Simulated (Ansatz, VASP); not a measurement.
**InP in VASP and in Ansatz**

```
CELL_PARAMETERS angstrom
0.00000 2.98798 2.98798
2.98798 0.00000 2.98798
2.98798 2.98798 0.00000
ATOMIC_POSITIONS crystal
In 0.00000 0.00000 0.00000
P 0.75000 0.75000 0.75000
```

Change from the starting cell: volume scaled by 1.06.

Alike in both runs: task single point; functional LDA; k mesh 8 × 8 × 8; occupations fermi-dirac, width 0.05 eV; no spin polarisation.

|  | VASP | Ansatz |
| --- | --- | --- |
| version | VASP 6.6.1 | Ansatz 0.2.0 |
| potentials or method | VASP PAW LDA potentials, release 64 (In_d, P), cutoff 520 eV | all-electron LAPW, scalar-relativistic |

|  | VASP | Ansatz | Ansatz less VASP |
| --- | --- | --- | --- |
| gap on the k mesh at the Fermi level (eV) | 0.19 | 0.16 | -0.031 |
| least direct gap on the mesh (eV) | 0.19 | 0.16 | -0.031 |
| pressure (GPa) | -4.5 | -4.5 | +0.01 |

LDA's correlation is that of Perdew and Zunger in VASP and of Perdew and Wang (1992) in Ansatz. Ansatz ran all-electron here, and VASP with PAW potentials.
